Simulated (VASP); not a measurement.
# Ta3F (P6_3/mmc) in VASP: single point with PBE

Aim: the single point of Ta3F with PBE.

Everything below comes from runs of VASP 6.6.1. Logs are shortened: lines on timing, memory, paths and dates and some standing lists are left out, and cuts for length are marked.

## 1. The cell of the first run

It takes space group P6_3/mmc (No. 194, hexagonal). The conventional cell has a = 5.747 Å, b = 5.747 Å, c = 4.780 Å, α = 90.00°, β = 90.00°, γ = 120.00°. Within 3.7 Å of Ta (site symmetry mm2) lie 8 Ta at 2.80 to 2.95 Å and 4 F at 2.87 to 2.93 Å. Within 3.8 Å of F (site symmetry -6m2) lie 12 Ta at 2.87 to 2.93 Å.

## 2. Single point, PBE

The input, INCAR:

```
ALGO = Normal ; EDIFF = 1E-7
ENCUT = 520 ; GGA = PE
ISIF = 2 ; ISMEAR = 0
LASPH = T ; LCHARG = F
LREAL = F ; LWAVE = F
NBANDS = 50 ; NELM = 100
PREC = Accurate ; SIGMA = 0.1
```

The input, KPOINTS:

```
k-points
0
Gamma
  12 12 8
```

The input, POSCAR:

```
Ta3F
1.0
    5.7470213170      0.0000000000      0.0000000000
   -2.8735106585      4.9770664566      0.0000000000
    0.0000000000      0.0000000000      4.7804672623
Ta F
6 2
Direct
    0.8376718084      0.6753436169      0.2500000000
    0.1623281916      0.8376718084      0.7500000000
    0.3246563831      0.1623281916      0.2500000000
    0.1623281916      0.3246563831      0.7500000000
    0.8376718084      0.1623281916      0.2500000000
    0.6753436169      0.8376718084      0.7500000000
    0.3333333333      0.6666666667      0.2500000000
    0.6666666667      0.3333333333      0.7500000000
```

Potentials or basis: VASP PAW PBE potentials, release 64 (Ta_pv, F).

Started as:

```bash
> cat potpaw_PBE.64/Ta_pv/POTCAR potpaw_PBE.64/F/POTCAR > POTCAR
> mpirun -np 1 vasp_std > vasp.out
```

OUTCAR:

```text
EDIFF = 1E-7
   ENCUT = 520
   GGA = PE
   ISIF = 2
   ISMEAR = 0
   LASPH = T
   LREAL = F
   NELM = 100
   PREC = Accurate

 ion  position               nearest neighbor table
   1  0.838  0.675  0.250-   3 2.80   5 2.80   6 2.89   6 2.89   2 2.89   2 2.89   5 2.95   3 2.95

   2  0.162  0.838  0.750-   4 2.80   6 2.80   3 2.89   3 2.89   1 2.89   1 2.89   4 2.95   6 2.95

   3  0.325  0.162  0.250-   1 2.80   5 2.80   4 2.89   4 2.89   2 2.89   2 2.89   1 2.95   5 2.95

   4  0.162  0.325  0.750-   2 2.80   6 2.80   3 2.89   3 2.89   5 2.89   5 2.89   6 2.95   2 2.95

   5  0.838  0.162  0.250-   1 2.80   3 2.80   6 2.89   6 2.89   4 2.89   4 2.89   1 2.95   3 2.95

   6  0.675  0.838  0.750-   4 2.80   2 2.80   1 2.89   1 2.89   5 2.89   5 2.89   4 2.95   2 2.95

   7  0.333  0.667  0.250-
   8  0.667  0.333  0.750-

  LATTYP: Found a hexagonal cell.
 ALAT       =     5.7470213170
 C/A-ratio  =     0.8318165183

  Lattice vectors:

 A1 = (   5.7470213170,   0.0000000000,   0.0000000000)
 A2 = (  -2.8735106585,   4.9770664566,   0.0000000000)
 A3 = (   0.0000000000,   0.0000000000,   4.7804672623)

Analysis of symmetry for initial positions (statically):
=====================================================================
 Subroutine PRICEL returns:
 Original cell was already a primitive cell.

 Routine SETGRP: Setting up the symmetry group for a
 hexagonal supercell.

 Subroutine GETGRP returns: Found 24 space group operations
 (whereof 12 operations were pure point group operations)
 out of a pool of 24 trial point group operations.

The static configuration has the point symmetry D_3d.
 The point group associated with its full space group is D_6h.

Analysis of symmetry for dynamics (positions and initial velocities):
=====================================================================
 Subroutine PRICEL returns:
 Original cell was already a primitive cell.

 Routine SETGRP: Setting up the symmetry group for a
 hexagonal supercell.

 Subroutine GETGRP returns: Found 24 space group operations
 (whereof 12 operations were pure point group operations)
 out of a pool of 24 trial point group operations.

The dynamic configuration has the point symmetry D_3d.
 The point group associated with its full space group is D_6h.

 Subroutine INISYM returns: Found 24 space group operations
 (whereof 12 operations are pure point group operations),
 and found     1 'primitive' translations

----------------------------------------------------------------------------------------

                                     Primitive cell

  volume of cell :     136.7372

  direct lattice vectors                    reciprocal lattice vectors
     5.747021317  0.000000000  0.000000000     0.174003183  0.100460784  0.000000000
    -2.873510658  4.977066457  0.000000000     0.000000000  0.200921569  0.000000000
     0.000000000  0.000000000  4.780467262     0.000000000  0.000000000  0.209184572

  length of vectors
     5.747021317  5.747021317  4.780467262     0.200921569  0.200921569  0.209184572

  position of ions in fractional coordinates (direct lattice)
     0.837671808  0.675343617  0.250000000
     0.162328192  0.837671808  0.750000000
     0.324656383  0.162328192  0.250000000
     0.162328192  0.324656383  0.750000000
     0.837671808  0.162328192  0.250000000
     0.675343617  0.837671808  0.750000000
     0.333333333  0.666666667  0.250000000
     0.666666667  0.333333333  0.750000000

  ion indices of the primitive-cell ions
   primitive index   ion index
                 1           1
                 2           2
                 3           3
                 4           4
                 5           5
                 6           6
                 7           7
                 8           8

----------------------------------------------------------------------------------------

 KPOINTS: k-points

Automatic generation of k-mesh.
 Grid dimensions read from file:
 generate k-points for:   12   12    8

 Generating k-lattice:

  Cartesian coordinates                     Fractional coordinates (reciprocal lattice)
     0.014500265  0.008371732  0.000000000     0.083333333 -0.000000000  0.000000000
     0.000000000  0.016743464  0.000000000     0.000000000  0.083333333  0.000000000
     0.000000000  0.000000000  0.026148072     0.000000000  0.000000000  0.125000000

  Length of vectors
     0.016743464  0.016743464  0.026148072

  Shift w.r.t. Gamma in fractional coordinates (k-lattice)
     0.000000000  0.000000000  0.000000000

 Subroutine IBZKPT returns following result:
 ===========================================

 Found     95 irreducible k-points:

 Following reciprocal coordinates:
            Coordinates               Weight
  0.000000  0.000000  0.000000      1.000000
  0.083333  0.000000  0.000000      6.000000
  0.166667  0.000000  0.000000      6.000000
  0.250000  0.000000  0.000000      6.000000
  0.333333  0.000000  0.000000      6.000000
  0.416667  0.000000  0.000000      6.000000
[... 16 lines left out ...]
  0.250000  0.000000  0.125000     12.000000
  0.333333  0.000000  0.125000     12.000000
 [... further k-points ...]
   k-points           NKPTS =     95   k-points in BZ     NKDIM =     95   number of bands    NBANDS=     50
   number of dos      NEDOS =    301   number of ions     NIONS =      8
   total plane-waves  NPLWV =  82944
   dimension x,y,z NGX =    48 NGY =   48 NGZ =   36
   dimension x,y,z NGXF=    96 NGYF=   96 NGZF=   72
   ions per type =               6   2
   NGX,Y,Z   is equivalent  to a cutoff of  13.89, 13.89, 12.52 a.u.
   NGXF,Y,Z  is equivalent  to a cutoff of  27.77, 27.77, 25.04 a.u.
 SYSTEM =  unknown system
   PREC   = accura    normal or accurate (medium, high low for compatibility)
   ISTART =      0    job   : 0-new  1-cont  2-samecut
   ICHARG =      2    charge: 1-file 2-atom 10-const
   ISPIN  =      1    spin polarized calculation?
   LNONCOLLINEAR =      F non collinear calculations
   LSORBIT =      F    spin-orbit coupling
   LASPH  =      T    aspherical Exc in radial PAW
   ENCUT  =  520.0 eV  38.22 Ry    6.18 a.u.  10.69 10.69  8.89*2*pi/ulx,y,z
   NELM   =    100;   NELMIN=  2; NELMDL= -5     # of ELM steps
   EDIFF  = 0.1E-06   stopping-criterion for ELM
   LREAL  =      F    real-space projection
   EDIFFG = 0.1E-05   stopping-criterion for IOM
   NSW    =      0    number of steps for IOM
   IBRION =     -1    ionic relax: 0-MD 1-quasi-New 2-CG
   NFREE  =      0    steps in history (QN), initial steepest desc. (CG)
   ISIF   =      2    stress and relaxation
   ISYM   =      2    0-nonsym 1-usesym 2-fastsym
   POTIM  = 0.5000    time-step for ionic-motion
   TEBEG  =    0.0;   TEEND  =   0.0 temperature during run
   PSTRESS=    0.0 pullay stress
   NELECT =      80.0000    total number of electrons
   NUPDOWN=      -1.0000    fix difference up-down
   EMIN   =  10.00;   EMAX   =-10.00  energy-range for DOS
   EFERMI =   0.00;   METHOD = LEGACY
   ISMEAR =     0;   SIGMA  =   0.10  broadening in eV -4-tet -1-fermi 0-gaus
   EFERMI_NEDOS =   21; number of points for ismear=-14 and -15
   IALGO  =     38    algorithm
   IMIX   =      4    mixing-type and parameters
     AMIX     =   0.40;   BMIX     =  1.00
     AMIX_MAG =   1.60;   BMIX_MAG =  1.00
  volume/ion in A,a.u.               =      17.09       115.34
  Fermi-wavevector in a.u.,A,eV,Ry     =   1.369229  2.587467 25.508025  1.874787
  Thomas-Fermi vector in A             =   2.495123
   LORBIT       =      0    0 simple, 1 ext, 2 COOP (PROOUT), +10 PAW based schemes
   GGA     = PE    functional components
   LHFCALC =     F    Hartree Fock is set to
   AEXX    =    0.0000 exact exchange contribution
   IVDW    =     0    specifies the selected vdW correction
   LEPSILON=     F    determine dielectric tensor
   LRPA    =     F    only Hartree local field effects (RPA)
 non-spin polarized calculation
 Gauss-broadening in eV      SIGMA  =   0.10
  energy-cutoff  :      520.00
  volume of cell :      136.74
 maximum number of plane-waves:      3714
 NGX is ok and might be reduce to    48
   NGX = 21   NGY = 21   NGZ = 17

 number of electron      79.9999973 magnetization

 Free energy of the ion-electron system (eV)
  ---------------------------------------------------
  ext. energy  EPLUGINS =         0.00000000
  ---------------------------------------------------
  free energy    TOTEN  =       -72.37324812 eV

  energy without entropy =      -72.34385143  energy(sigma->0) =      -72.35854977

 E-fermi :   4.9276     XC(G=0): -11.8712

 val. band max:        4.9174150415   @ k =   0.4167   0.1667   0.1250
 cond. band min:       4.9291329417   @ k =   0.4167   0.1667   0.0000
 fundamental gap:      0.0117179001
 Fermi energy:         4.9275618268

 k-point     1 :       0.0000    0.0000    0.0000
  band No.  band energies     occupation
      1     -29.9539      2.00000
      2     -29.8129      2.00000
      3     -29.7350      2.00000
      4     -29.5976      2.00000
      5     -29.5976      2.00000
      6     -29.5287      2.00000
[... 42 lines left out ...]
     49       8.1453      0.00000
     50       8.1844      0.00000

 k-point     2 :       0.0833    0.0000    0.0000
  band No.  band energies     occupation
      1     -29.9414      2.00000
      2     -29.8102      2.00000
      3     -29.7236      2.00000
      4     -29.5962      2.00000
      5     -29.5908      2.00000
      6     -29.5265      2.00000
[... 42 lines left out ...]
     49       8.1117      0.00000
     50       8.1281      0.00000

 k-point     3 :       0.1667    0.0000    0.0000
  band No.  band energies     occupation
      1     -29.9059      2.00000
      2     -29.8028      2.00000
      3     -29.6921      2.00000
      4     -29.5909      2.00000
      5     -29.5707      2.00000
      6     -29.5185      2.00000
[... 1102 lines left out ...]
     49       7.4216      0.00000
     50       7.8571      0.00000

 k-point    24 :       0.3333    0.0000    0.1250
  band No.  band energies     occupation
      1     -29.7994      2.00000
      2     -29.7737      2.00000
      3     -29.6284      2.00000
      4     -29.5972      2.00000
      5     -29.5646      2.00000
      6     -29.4687      2.00000
[... 42 lines left out ...]
     49       7.2737      0.00000
     50       7.7461      0.00000

 [... further k-points ...]
[... 5 lines left out ...]
  --------------------------------------------------------------------------------------
  -------------------------------------------------------------------------------------
  Total       -0.0492700     -0.0492700     -0.0803041      0.0000000      0.0000000      0.0000000
  in kB       -0.5773067     -0.5773067     -0.9409391      0.0000000      0.0000000      0.0000000
  external PRESSURE =      -0.6985175 kB  Pullay stress =       0.0000000 kB

 VOLUME and BASIS-vectors are now :
 -----------------------------------------------------------------------------
  energy-cutoff  :      520.00
  volume of cell :      136.74
      direct lattice vectors                 reciprocal lattice vectors
     5.747021317  0.000000000  0.000000000     0.174003183  0.100460784  0.000000000
    -2.873510658  4.977066457  0.000000000     0.000000000  0.200921569  0.000000000
     0.000000000  0.000000000  4.780467262     0.000000000  0.000000000  0.209184572

 POSITION                                       TOTAL-FORCE (eV/Angst)
 -----------------------------------------------------------------------------------
      2.87351      3.36123      1.19512        -0.000000      0.005140      0.000000
     -1.47416      4.16915      3.58535        -0.004452      0.002570      0.000000
      1.39936      0.80792      1.19512        -0.004452     -0.002570      0.000000
      0.00000      1.61584      3.58535         0.000000     -0.005140     -0.000000
      4.34767      0.80792      1.19512         0.004452     -0.002570      0.000000
      1.47416      4.16915      3.58535         0.004452      0.002570      0.000000
     -0.00000      3.31804      1.19512         0.000000     -0.000000      0.000000
      2.87351      1.65902      3.58535         0.000000     -0.000000      0.000000
 -----------------------------------------------------------------------------------
    total drift:                               -0.000001      0.000000     -0.000000

  FREE ENERGIE OF THE ION-ELECTRON SYSTEM (eV)
  ---------------------------------------------------
  free  energy   TOTEN  =       -72.3732481160 eV

  energy  without entropy=      -72.3438514255  energy(sigma->0) =      -72.35854977
```

It took 14 min on 1 thread of Intel Xeon Platinum 8259CL at 2.50GHz (Skylake/Cascade Lake), shared host; peak memory 0.59 GiB.

Results:

* Free energy: -72.3732 eV
* Pressure: -0.1 GPa
* Largest force: 0.005 eV/Å
* Band gap on the k mesh: zero (bands 40 and 41 overlap by 0.59 eV)

Forces in eV/Å, atoms in the order of the input:
```
Ta   0.000  0.005  0.000
Ta  -0.004  0.003  0.000
Ta  -0.004 -0.003  0.000
Ta   0.000 -0.005  0.000
Ta   0.004 -0.003  0.000
Ta   0.004  0.003  0.000
F    0.000  0.000  0.000
F    0.000  0.000  0.000
```

Caveat: spin-orbit coupling is left out, which moves the levels of the heavy elements.
